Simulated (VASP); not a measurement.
**ZrTa3: single point with PBE**

ZrTa3:

```
Zr Ta
1.0
    -2.01443    2.01443    4.80359
     2.01443   -2.01443    4.80359
     2.01443    2.01443   -4.80359
Zr Ta
1 3
Cartesian
  0.0000 0.0000 0.0000
  0.0000 0.0000 4.8036
  2.0144 0.0000 2.4018
  0.0000 2.0144 2.4018
```

```json
{"Program": "VASP 6.6.1", "Task": "single point", "Functional": "PBE", "Potentials or basis": "VASP PAW PBE potentials, release 64 (Zr_sv, Ta_pv)", "Cutoff": "520 eV", "k mesh": "6 × 6 × 6", "Occupations": "gaussian, width 0.1 eV", "Spin": "no spin polarisation"}
```

```json
{
 "Pressure": "0.1 GPa",
 "Band gap on the k mesh": "zero (an odd number of electrons rules out a gap without spin polarisation)"
}
```

Levels at points of the mesh, in eV from the Fermi level:
```
           k point  band 21  band 22  band 23  band 24  band 25  band 26
(0.00, 0.00, 0.00)    -0.64    -0.64    -0.59     1.36     1.60     1.65
(0.50, 0.00, 0.00)    -0.65    -0.18    -0.17     0.48     0.87     1.93
(0.50, 0.50, 0.00)    -0.56    -0.49    -0.29     0.97     1.31     1.66
(0.50, 0.50, 0.50)    -1.64    -0.25    -0.01     3.23     3.23     3.59
```

Run time: 3.1 min on 1 thread of Intel Xeon 8259CL, with other jobs on the host, peak memory 0.28 GiB.

Caveat: spin-orbit coupling is left out, which moves the levels of the heavy elements.
